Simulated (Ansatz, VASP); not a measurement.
# HfSeS4: VASP beside Ansatz

```xyz
6
Lattice="0.0000 3.7118 3.7118 3.7118 0.0000 3.7118 3.7118 3.7118 0.0000" Properties=species:S:1:pos:R:3 pbc="T T T"
Hf    1.8559    1.8559    1.8559
Se    0.0000    0.0000    0.0000
S     2.8033    2.8033    4.6203
S     2.8033    4.6203    2.8033
S     4.6203    2.8033    2.8033
S     4.6203    4.6203    4.6203
```

Change from the starting cell: species swapped into the ZrCu4Ag type (F-43m, No. 216).

Alike in both runs: functional PBE; k mesh 10 × 10 × 10; occupations gaussian, width 0.1 eV; no spin polarisation.

Ansatz relaxed the structure, and its values are those at the end. VASP's run is a single point on that final structure, the one shown.

```csv
,VASP,Ansatz
version,VASP 6.6.1,Ansatz 0.2.0
potentials or method,"VASP PAW PBE potentials, release 64 (Hf_pv, Se, S), cutoff 520 eV","scalar-relativistic, plane waves, PAW"
valence electrons in the cell,40,66
```

```csv
,VASP,Ansatz,Ansatz less VASP
gap on the k mesh at the Fermi level (eV),none,none,-
pressure (GPa),-0.5,0.0,+0.43
rms of the force components (eV/Å),0.006,0.004,-0.0017
```

A gap of «none» marks a metal or a gap that the smearing closes. VASP's potentials hold 40 valence electrons a cell and Ansatz's 66, so a difference there can come from the potentials and not from the codes.

Neither program's run includes spin-orbit coupling.
